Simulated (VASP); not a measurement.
Runs of VASP 6.6.1 on TaZn2B3. The structure is that of space group P6/mmm (No. 191), or close to it. The cells are those of the table. The cell was generated, and may not be a known phase.

```csv
task,cell,k mesh,cutoff (eV),gap on the mesh (eV),pressure (GPa),relaxed volume (Å³/atom)
relaxation of cell and atoms,"relaxed from a = 4.667, b = 4.667, c = 3.452 Å, angles 90.0, 90.0, 120.0°, 6 atoms",12 × 12 × 12,600,none,0.0,10.87
single point,"a = 4.667, b = 4.667, c = 3.452 Å, angles 90.0, 90.0, 120.0°, 6 atoms",6 × 6 × 6,520,none,0.2,-
single point,"a = 4.680, b = 4.680, c = 3.844 Å, angles 90.0, 90.0, 120.0°, 6 atoms",6 × 6 × 4,520,none,(a),-
relaxation of cell and atoms,"relaxed from a = 4.680, b = 4.680, c = 3.844 Å, angles 90.0, 90.0, 120.0°, 6 atoms",6 × 6 × 4,600,none,0.1,(b)
relaxation of cell and atoms,"relaxed from a = 4.663, b = 4.663, c = 3.459 Å, angles 90.0, 90.0, 120.0°, 6 atoms",6 × 6 × 6,600,none,0.1,10.86
single point,"a = 4.663, b = 4.663, c = 3.459 Å, angles 90.0, 90.0, 120.0°, 6 atoms",6 × 6 × 4,520,none,0.4,-
single point,"a = 4.668, b = 4.668, c = 3.446 Å, angles 90.0, 90.0, 120.0°, 6 atoms",12 × 12 × 12,520,none,0.4,-
```

Alike in all rows: level PBE; potentials or basis VASP PAW PBE potentials, release 64 (Ta_pv, Zn, B); no spin polarisation; smearing gaussian 0.1 eV.

Fill in the values left out.

(a) -14.2; (b) 10.88.

Caveats: some runs use coarse meshes; spin-orbit coupling is left out, which moves the levels of the heavy elements.

A k mesh can miss the band edges, and the runs leave out spin-orbit coupling on Ta.

A gap of «none» marks levels without a gap at the run's occupations.
